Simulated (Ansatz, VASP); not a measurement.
# B3O: VASP beside Ansatz

```
CELL_PARAMETERS angstrom
-1.20881 1.20881 5.73144
1.20881 -1.20881 5.73144
1.20881 1.20881 -5.73144
ATOMIC_POSITIONS crystal
B 0.50000 0.50000 0.00000
B 0.25000 0.75000 0.50000
B 0.75000 0.25000 0.50000
O 0.00000 0.00000 0.00000
```

Alike in both runs: functional PBE; k mesh 8 × 8 × 8; occupations gaussian, width 0.1 eV; no spin polarisation.

Ansatz relaxed the structure, and its values are those at the end. VASP's run is a single point on that final structure, the one shown.

|  | VASP | Ansatz |
| --- | --- | --- |
| version | VASP 6.6.1 | Ansatz 0.2.0 |
| potentials or method | VASP PAW PBE potentials, release 64 (B, O), cutoff 520 eV | scalar-relativistic, plane waves, PAW |
| valence electrons in the cell | 15 | 15 |

|  | VASP | Ansatz | Ansatz less VASP |
| --- | --- | --- | --- |
| gap on the k mesh at the Fermi level (eV) | none | none | - |
| pressure (GPa) | 0.0 | 0.0 | +0.09 |

A gap of «none» marks a metal or a gap that the smearing closes.

The k mesh is coarse, so the values compare programs but aren't converged.
